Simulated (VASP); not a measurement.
Runs of VASP 6.6.1 on Ta. The structure is that of space group Im-3m (No. 229), or close to it. The cells are those of the table. 

```tsv
task	cell	k mesh	cutoff (eV)	smearing	gap on the mesh (eV)	pressure (GPa)
relaxation of cell and atoms	relaxed from a = 2.860 Å, angles 109.5°, 1 atom	18 × 18 × 18	600	gaussian 0.1 eV	none	0.0
relaxation of cell and atoms	relaxed to 20.8 GPa from a = 2.860 Å, angles 109.5°, 1 atom	8 × 8 × 8	600	gaussian 0.1 eV	none	20.8
single point	a = 2.705 Å, angles 109.5°, 1 atom	18 × 18 × 18	520	fermi-dirac 0.1 eV	none	(a)
relaxation of cell and atoms	relaxed to 50.2 GPa from a = 2.705 Å, angles 109.5°, 1 atom	8 × 8 × 8	600	gaussian 0.1 eV	none	50.2
single point	a = 2.705 Å, angles 109.5°, 1 atom	8 × 8 × 8	520	gaussian 0.1 eV	none	50.7
```

Alike in all rows: level PBE; potentials or basis VASP PAW PBE potentials, release 64 (Ta_pv); no spin polarisation.

Q: Estimate the missing entries.

A: (a) 50.8.

Caveats: spin-orbit coupling is left out, which moves the levels of the heavy elements; the cell is relaxed towards a set pressure, so the enthalpy falls and the energy may rise (some runs).

A k mesh can miss the band edges, and the runs leave out spin-orbit coupling on Ta.

A gap of «none» marks levels without a gap at the run's occupations.
